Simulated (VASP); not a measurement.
Write the native input for VASP 6.6.1 that does the following.

```
Task                   : single point
Functional             : PBE
Potentials or basis    : VASP PAW PBE potentials, release 64 (Ca_sv, B)
Cutoff                 : 520 eV
k mesh                 : 12 × 12 × 1
Occupations            : gaussian, width 0.1 eV
Spin                   : no spin polarisation
Dipole correction      : yes
Further INCAR settings : ALGO = Normal; EDIFF = 1e-07; NBANDS = 18
```

The structure of Ca2B lies in POSCAR:

```
Ca2B
1.0
    4.0292847397      0.0000000000      0.0000000000
   -2.0146423698      3.4894629436      0.0000000000
    0.0000000000      0.0000000000     28.5662699288
Ca B
2 1
Direct
    0.6666666667      0.3333333333      0.3100791034
    0.3333333333      0.6666666667      0.2150157038
    0.0000000000      1.0000000000      0.2625474036
```

The cell was built from a structure type or drawn by symmetry, and may not be a known phase.

These files were run (other wordings do the same):

INCAR

```
PREC = Accurate ; ENCUT = 520
EDIFF = 1E-7 ; ISMEAR = 0
SIGMA = 0.1 ; LREAL = F
LASPH = T ; NELM = 100
ALGO = Normal ; ISIF = 2
LWAVE = F ; LCHARG = F
LDIPOL = T ; IDIPOL = 3
DIPOL = 0.5 0.5 0.263 ; GGA = PE
NBANDS = 18
```

KPOINTS

```
regular mesh
0
Gamma
  12 12 1
```

Potentials or basis: VASP PAW PBE potentials, release 64 (Ca_sv, B).

Command:

```sh
$ cat potpaw_PBE.64/Ca_sv/POTCAR potpaw_PBE.64/B/POTCAR > POTCAR
$ mpirun -np 1 vasp_std > vasp.out
```

Results of the run:

| Property | Result |
| --- | --- |
| Largest force | 0.023 eV/Å |
| Band gap on the k mesh | zero (an odd number of electrons rules out a gap without spin polarisation) |

Wall time 2.7 min on 1 thread of AMD EPYC 9R45 96-Core Processor (Zen 5), on a shared host, peak memory 0.47 GiB.
